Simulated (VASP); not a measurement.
CuPd, 2 atoms in the cell. Symmetry: Pm-3m, No. 221, cubic system. Conventional cell: a = 3.047 Å, b = 3.047 Å, c = 3.047 Å, α = 90.00°, β = 90.00°, γ = 90.00°. Cu (site symmetry m-3m) has 8 Pd at 2.64 Å and 6 Cu at 3.05 Å within 3.5 Å. Within 3.5 Å of Pd (site symmetry m-3m) lie 8 Cu at 2.64 Å and 6 Pd at 3.05 Å.  This cell differs from its parent crystal: volume scaled by 1.06.

* Program: VASP 6.6.1
* Task: electric field gradients
* Functional: PBEsol
* Potentials or basis: VASP PAW PBE potentials, release 64 (Cu, Pd)
* Cutoff: 520 eV
* k mesh: 14 × 14 × 14
* Occupations: fermi-dirac, width 0.05 eV
* Spin: no spin polarisation
* Dipole correction: no
* Further INCAR settings: ALGO = Normal; EDIFF = 1e-08; NBANDS = 18

Potentials or basis: VASP PAW PBE potentials, release 64 (Cu, Pd).

Launch:

```sh
$ cat potpaw_PBE.64/Cu/POTCAR potpaw_PBE.64/Pd/POTCAR > POTCAR
$ mpirun -np 1 vasp_std > vasp.out
```

Hardware: 1 thread of Intel(R) Xeon(R) 6975P-C (Granite Rapids), on a shared host.

**Question.** Estimate the wall time of this run.

**Answer.** It took 19 s on 1 thread of Intel(R) Xeon(R) 6975P-C (Granite Rapids), with other jobs on the host, peak memory 0.18 GiB. Counts: scf iterations 16, k points 120.
